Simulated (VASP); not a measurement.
# SrTiO3 (P4mm) in VASP: single point with PBE

Aim: the single point of SrTiO3 with PBE.

Program: VASP 6.6.1. These are calculated values, not measurements. Logs are shortened: lines on timing, memory, paths and dates and some standing lists are left out, and cuts for length are marked.

**1. The cell of the first run**

Symmetry: P4mm, No. 99, tetragonal system. Conventional cell: a = 3.936 Å, b = 3.936 Å, c = 3.936 Å, α = 90.00°, β = 90.00°, γ = 90.00°. Sr (site symmetry 4mm) has 12 O at 2.76 to 2.81 Å and 8 Ti at 3.40 to 3.42 Å within 3.6 Å. Ti (site symmetry 4mm) has 6 O at 1.90 to 2.03 Å within 2.5 Å. O (site symmetry 4mm) has 2 Ti at 1.90 to 2.03 Å within 2.5 Å. O (site symmetry 2mm) has 2 Ti at 1.97 Å within 2.6 Å.

**2. Single point, PBE (atoms displaced along a vibrational mode)**

Contents of INCAR:

```
SYSTEM = SrTiO3
ALGO = Normal ; EDIFF = 1E-6
ENCUT = 520 ; GGA = PE
ISIF = 2 ; ISMEAR = 0
LASPH = .TRUE. ; LCHARG = .FALSE.
LREAL = .FALSE. ; LWAVE = .FALSE.
NBANDS = 28 ; NELM = 100
PREC = Accurate ; SIGMA = 0.05
```

Contents of KPOINTS:

```
k-points
0
G
  8 8 8
  0 0 0
```

Contents of POSCAR:

```
SrTiO3
1.0
    3.9364094381      0.0000000000      0.0000000000
    0.0000000000      3.9364094381      0.0000000000
    0.0000000000      0.0000000000      3.9364094381
Sr Ti O
1 1 3
Direct
    0.0013670509      0.0000000000      0.0000000000
    0.5064538458      0.5000000000      0.5000000000
   -0.0097550828      0.5000000000      0.5000000000
    0.4914796030      0.0000000000      0.5000000000
    0.4914796030      0.5000000000      0.0000000000
```

Potentials or basis: VASP PAW PBE potentials, release 64 (Sr_sv, Ti_sv, O).

The run is started by

```sh
$ cat potpaw_PBE.64/Sr_sv/POTCAR potpaw_PBE.64/Ti_sv/POTCAR potpaw_PBE.64/O/POTCAR > POTCAR
$ mpirun -np 1 vasp_std > vasp.out
```

OUTCAR:

```text
SYSTEM = SrTiO3
   EDIFF = 1E-6
   ENCUT = 520
   GGA = PE
   ISIF = 2
   ISMEAR = 0
   LASPH = .TRUE.
   LREAL = .FALSE.
   NELM = 100
   PREC = Accurate

 ion  position               nearest neighbor table
   1  0.001  0.000  0.000-   4 2.76   5 2.76   4 2.76   5 2.76   3 2.78   3 2.78   3 2.78   3 2.78
                             4 2.81   5 2.81   4 2.81   5 2.81   2 3.40   2 3.40   2 3.40   2 3.40
   2  0.506  0.500  0.500-   3 1.90   4 1.97   5 1.97   5 1.97   4 1.97   3 2.03   1 3.40   1 3.40
                             1 3.40   1 3.40   1 3.42   1 3.42   1 3.42   1 3.42
   3  0.990  0.500  0.500-   2 1.90   2 2.03   1 2.78   1 2.78   1 2.78   1 2.78
   4  0.491  0.000  0.500-   2 1.97   2 1.97   1 2.76   1 2.76   1 2.81   1 2.81
   5  0.491  0.500  0.000-   2 1.97   2 1.97   1 2.76   1 2.76   1 2.81   1 2.81

  LATTYP: Found a simple cubic cell.
 ALAT       =     3.9364094381

  Lattice vectors:

 A1 = (   3.9364094381,   0.0000000000,   0.0000000000)
 A2 = (   0.0000000000,   3.9364094381,   0.0000000000)
 A3 = (   0.0000000000,   0.0000000000,   3.9364094381)

Analysis of symmetry for initial positions (statically):
=====================================================================
 Subroutine PRICEL returns:
 Original cell was already a primitive cell.

 Routine SETGRP: Setting up the symmetry group for a
 simple cubic supercell.

 Subroutine GETGRP returns: Found  8 space group operations
 (whereof  8 operations were pure point group operations)
 out of a pool of 48 trial point group operations.

The static configuration has the point symmetry C_4v.

Analysis of symmetry for dynamics (positions and initial velocities):
=====================================================================
 Subroutine PRICEL returns:
 Original cell was already a primitive cell.

 Routine SETGRP: Setting up the symmetry group for a
 simple cubic supercell.

 Subroutine GETGRP returns: Found  8 space group operations
 (whereof  8 operations were pure point group operations)
 out of a pool of 48 trial point group operations.

The dynamic configuration has the point symmetry C_4v.

 Subroutine INISYM returns: Found  8 space group operations
 (whereof  8 operations are pure point group operations),
 and found     1 'primitive' translations

[... 88 lines left out ...]
   NGX,Y,Z   is equivalent  to a cutoff of  12.67, 12.67, 12.67 a.u.
   NGXF,Y,Z  is equivalent  to a cutoff of  25.34, 25.34, 25.34 a.u.
 SYSTEM =  SrTiO3
   PREC   = accura    normal or accurate (medium, high low for compatibility)
   ISTART =      0    job   : 0-new  1-cont  2-samecut
   ICHARG =      2    charge: 1-file 2-atom 10-const
   ISPIN  =      1    spin polarized calculation?
   LNONCOLLINEAR =      F non collinear calculations
   LSORBIT =      F    spin-orbit coupling
   LASPH  =      T    aspherical Exc in radial PAW
   ENCUT  =  520.0 eV  38.22 Ry    6.18 a.u.   7.32  7.32  7.32*2*pi/ulx,y,z
   NELM   =    100;   NELMIN=  2; NELMDL= -5     # of ELM steps
   EDIFF  = 0.1E-05   stopping-criterion for ELM
   LREAL  =      F    real-space projection
[... 7 lines left out ...]
   TEBEG  =    0.0;   TEEND  =   0.0 temperature during run
   PSTRESS=    0.0 pullay stress
   NELECT =      40.0000    total number of electrons
   NUPDOWN=      -1.0000    fix difference up-down
   EMIN   =  10.00;   EMAX   =-10.00  energy-range for DOS
   EFERMI =   0.00;   METHOD = LEGACY
   ISMEAR =     0;   SIGMA  =   0.05  broadening in eV -4-tet -1-fermi 0-gaus
   EFERMI_NEDOS =   21; number of points for ismear=-14 and -15
   IALGO  =     38    algorithm
   IMIX   =      4    mixing-type and parameters
     AMIX     =   0.40;   BMIX     =  1.00
     AMIX_MAG =   1.60;   BMIX_MAG =  1.00
  volume/ion in A,a.u.               =      12.20        82.32
  Fermi-wavevector in a.u.,A,eV,Ry     =   1.422311  2.687778 27.524158  2.022969
  Thomas-Fermi vector in A             =   2.543028
   LORBIT       =      0    0 simple, 1 ext, 2 COOP (PROOUT), +10 PAW based schemes
   GGA     = PE    functional components
   LHFCALC =     F    Hartree Fock is set to
   AEXX    =    0.0000 exact exchange contribution
   IVDW    =     0    specifies the selected vdW correction
   LEPSILON=     F    determine dielectric tensor
   LRPA    =     F    only Hartree local field effects (RPA)
 non-spin polarized calculation
 Gauss-broadening in eV      SIGMA  =   0.05
  energy-cutoff  :      520.00
  volume of cell :       61.00
 maximum number of plane-waves:      1671
 NGX is ok and might be reduce to    30
   NGX = 15   NGY = 15   NGZ = 15

 number of electron      39.9999997 magnetization

 Free energy of the ion-electron system (eV)
  ---------------------------------------------------
  ext. energy  EPLUGINS =         0.00000000
  ---------------------------------------------------
  free energy    TOTEN  =       -40.10496980 eV

  energy without entropy =      -40.10496980  energy(sigma->0) =      -40.10496980

 E-fermi :   4.3632     XC(G=0): -11.1429

 val. band max:        3.9788610245   @ k =   0.5000   0.5000   0.5000
 cond. band min:       5.8019169643   @ k =   0.0000   0.0000   0.0000
 fundamental gap:      1.8230559397
 Fermi energy:         4.3632222943

 k-point     1 :       0.0000    0.0000    0.0000
  band No.  band energies     occupation
      1     -52.5652      2.00000
      2     -28.8971      2.00000
      3     -28.8082      2.00000
      4     -28.7964      2.00000
      5     -28.7964      2.00000
      6     -13.3715      2.00000
[... 733 lines left out ...]
     27      11.8900      0.00000
     28      12.1984      0.00000

 [... further k-points ...]
[... 5 lines left out ...]
  --------------------------------------------------------------------------------------
  -------------------------------------------------------------------------------------
  Total        0.5096918      0.2498999      0.2498999      0.0000000     -0.0000000      0.0000000
  in kB       13.3880533      6.5641114      6.5641114      0.0000000     -0.0000000      0.0000000
  external PRESSURE =       8.8387587 kB  Pullay stress =       0.0000000 kB

 VOLUME and BASIS-vectors are now :
 -----------------------------------------------------------------------------
  energy-cutoff  :      520.00
  volume of cell :       61.00
      direct lattice vectors                 reciprocal lattice vectors
     3.936409438  0.000000000  0.000000000     0.254038615  0.000000000  0.000000000
     0.000000000  3.936409438  0.000000000     0.000000000  0.254038615  0.000000000
     0.000000000  0.000000000  3.936409438     0.000000000  0.000000000  0.254038615

 POSITION                                       TOTAL-FORCE (eV/Angst)
 -----------------------------------------------------------------------------------
      0.00538      0.00000      0.00000         0.031964      0.000000      0.000000
      1.99361      1.96820      1.96820         0.009682      0.000000      0.000000
      3.89801      1.96820      1.96820         0.023132      0.000000     -0.000000
      1.93466      0.00000      1.96820        -0.032389      0.000000      0.000000
      1.93466      1.96820      0.00000        -0.032389      0.000000      0.000000
 -----------------------------------------------------------------------------------
    total drift:                                0.000287     -0.000000      0.000003

  FREE ENERGIE OF THE ION-ELECTRON SYSTEM (eV)
  ---------------------------------------------------
  free  energy   TOTEN  =       -40.1049698023 eV

  energy  without entropy=      -40.1049698023  energy(sigma->0) =      -40.10496980
```

stdout:

```text
POSCAR found type information on POSCAR SrTiO
 POSCAR found :  3 types and       5 ions
 scaLAPACK will be used
 LDA part: xc-table for (Slater+PW92), standard interpolation
 POSCAR, INCAR and KPOINTS ok, starting setup
 FFT: planning ... GRIDC
 FFT: planning ... GRID_SOFT
 FFT: planning ... GRID
 WAVECAR not read
 entering main loop
```

Run time: 76 s. Hardware: 1 thread of Intel Xeon 6975P-C (Granite Rapids), shared host; peak memory 0.26 GiB.

Results:

| Item | Value |
| --- | --- |
| Free energy | -40.1050 eV |
| Pressure | 0.9 GPa |
| Largest force | 0.032 eV/Å |
| Band gap on the k mesh | 1.82 eV (least direct gap 2.24 eV) |

Forces on the atoms (eV/Å):
```
Sr   0.032  0.000  0.000
Ti   0.010  0.000  0.000
O    0.023  0.000  0.000
O   -0.032  0.000  0.000
O   -0.032  0.000  0.000
```

Stress tensor (GPa, compression positive):
```
1.34 0.00 0.00
0.00 0.66 0.00
0.00 0.00 0.66
```

Levels at points of the mesh, in eV from the valence-band top:
| k point | band 17 | band 18 | band 19 | band 20 | band 21 | band 22 | band 23 | band 24 |
| --- | --- | --- | --- | --- | --- | --- | --- | --- |
| (0.00, 0.00, 0.00) | -1.14 | -0.42 | -0.42 | -0.42 | 1.82 | 1.90 | 1.90 | 4.16 |
| (0.50, 0.00, 0.00) | -2.33 | -1.92 | -0.73 | -0.73 | 1.98 | 3.69 | 3.69 | 4.17 |
| (0.00, 0.50, 0.00) | -2.26 | -1.93 | -0.81 | -0.77 | 2.05 | 3.66 | 3.67 | 4.20 |
| (0.50, 0.50, 0.00) | -1.73 | -1.55 | -1.54 | -0.11 | 3.67 | 3.70 | 4.12 | 5.10 |
| (0.00, 0.50, 0.50) | -1.75 | -1.58 | -1.58 | -0.09 | 3.68 | 3.68 | 4.11 | 5.08 |
| (0.50, 0.50, 0.50) | -3.66 | -0.03 | -0.03 | 0.00 | 4.31 | 4.32 | 4.32 | 6.80 |

Caveat: the cell differs from its parent crystal (atoms displaced along a vibrational mode). A k mesh can miss the band edges.
